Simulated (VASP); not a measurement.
Runs of VASP 6.6.1 on ZrN. The structure is that of space group Fm-3m (No. 225), or close to it. The cells are those of the table. 

```tsv
task	cell	cutoff (eV)	smearing	gap on the mesh (eV)	pressure (GPa)
relaxation of cell and atoms	relaxed from a = 3.230 Å, angles 60.0°, 2 atoms	600	gaussian 0.1 eV	none	0.0
relaxation of cell and atoms	relaxed to 9 GPa from a = 3.250 Å, angles 60.0°, 2 atoms	600	fermi-dirac 0.15 eV	none	9.0
single point	a = 3.213 Å, angles 60.0°, 2 atoms	600	fermi-dirac 0.15 eV	none	9.2
single point	a = 3.249 Å, angles 60.0°, 2 atoms	520	gaussian 0.1 eV	none	(a)
relaxation of cell and atoms	relaxed to 16 GPa from a = 3.250 Å, angles 60.0°, 2 atoms	600	fermi-dirac 0.15 eV	none	16.0
single point	a = 3.189 Å, angles 60.0°, 2 atoms	600	fermi-dirac 0.15 eV	none	16.2
```

Alike in all rows: level PBE; potentials or basis VASP PAW PBE potentials, release 64 (Zr_sv, N); no spin polarisation; k mesh 16 × 16 × 16.

**Question.** Fill in the values left out.

**Answer.** (a) 0.3.

Caveats: the cell is relaxed towards a set pressure, so the enthalpy falls and the energy may rise (some runs).

A k mesh can miss the band edges, and the runs leave out spin-orbit coupling on Zr.

A gap of «none» marks levels without a gap at the run's occupations.
